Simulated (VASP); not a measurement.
Crystal: KZnI3.

```
CELL_PARAMETERS angstrom
4.83274 0.00000 0.00000
0.00000 4.83274 0.00000
0.00000 0.00000 8.86813
ATOMIC_POSITIONS crystal
K 0.00000 0.00000 0.50000
Zn 0.50000 0.50000 0.00000
I 0.50000 0.50000 0.50000
I 0.00000 0.50000 0.00000
I 0.50000 0.00000 0.00000
```

The cell was generated, and may not be a known phase.

| Item | Value |
| --- | --- |
| Program | VASP 6.6.1 |
| Task | relaxation of cell and atoms |
| Functional | PBE |
| Potentials or basis | VASP PAW PBE potentials, release 64 (K_sv, Zn, I) |
| Cutoff | 600 eV |
| k mesh | 3 × 3 × 2 |
| Occupations | gaussian, width 0.15 eV |
| Spin | no spin polarisation |

At the start: pressure 8.7 GPa; volume 41.42 Å³/atom.

**Question.** How do energy, volume and symmetry change on relaxing?

**Answer.** Over 24 steps the energy falls by 474.3 meV/atom and the volume is 38.47 Å³/atom (-7.1 %); space group P4/mmm (No. 123, to 0.1 Å) before and after.

Step by step:
| step | energy change (eV) | largest force (eV/Å) | pressure (GPa) | volume (Å³) |
| --- | --- | --- | --- | --- |
| 1 | 0.0000 | 0.0000 | 8.68 | 207.12 |
| 2 | -1.5595 | 0.0000 | -1.33 | 279.64 |
| 3 | -1.6724 | 0.0000 | -0.07 | 257.43 |
| 4 | -1.6738 | 0.0000 | -0.26 | 259.90 |
| 5 | -1.6737 | 0.0000 | -0.18 | 258.79 |
| 6 | -1.6839 | 0.0000 | -0.18 | 256.40 |
| 7 | -1.7173 | 0.0000 | -0.18 | 249.25 |
| 8 | -1.7981 | 0.0000 | -0.15 | 234.90 |
| 9 | -2.0287 | 0.0000 | 0.25 | 206.03 |
| 10 | -1.2275 | 0.0000 | 10.29 | 147.65 |
| 11 | -2.0954 | 0.0000 | 0.52 | 198.42 |
| 12 | -2.1538 | 0.0000 | 2.83 | 173.12 |
| 13 | -2.1773 | 0.0000 | 1.46 | 184.40 |
| 14 | -2.1818 | 0.0000 | 1.76 | 181.34 |
| 15 | -2.1866 | 0.0000 | 1.79 | 180.89 |
| 16 | -2.1989 | 0.0000 | 1.88 | 179.53 |
| 17 | -2.2140 | 0.0000 | 2.15 | 176.76 |
| 18 | -2.1920 | 0.0000 | 3.01 | 170.97 |
| 19 | -2.2160 | 0.0000 | 2.33 | 175.35 |
| 20 | -2.2346 | 0.0000 | 2.15 | 176.27 |
| 21 | -2.2822 | 0.0000 | 1.64 | 179.03 |
| 22 | -2.3446 | 0.0000 | 0.78 | 184.58 |
| 23 | -2.3657 | 0.0000 | -0.47 | 195.76 |
| 24 | -2.3717 | 0.0000 | -0.15 | 192.37 |

Final structure:
```
K Zn I
1.0
     5.82528    0.00000    0.00000
     0.00000    5.82528    0.00000
     0.00000    0.00000    5.66886
K Zn I
1 1 3
Direct
  0.00000 0.00000 0.50000
  0.50000 0.50000 0.00000
  0.50000 0.50000 0.50000
  0.00000 0.50000 0.00000
  0.50000 0.00000 0.00000
```

Caveat: the k points lie up to 0.55 Å⁻¹ apart in the final cell; a cell axis changed by over 15 % at a fixed basis, so the end point is rough.
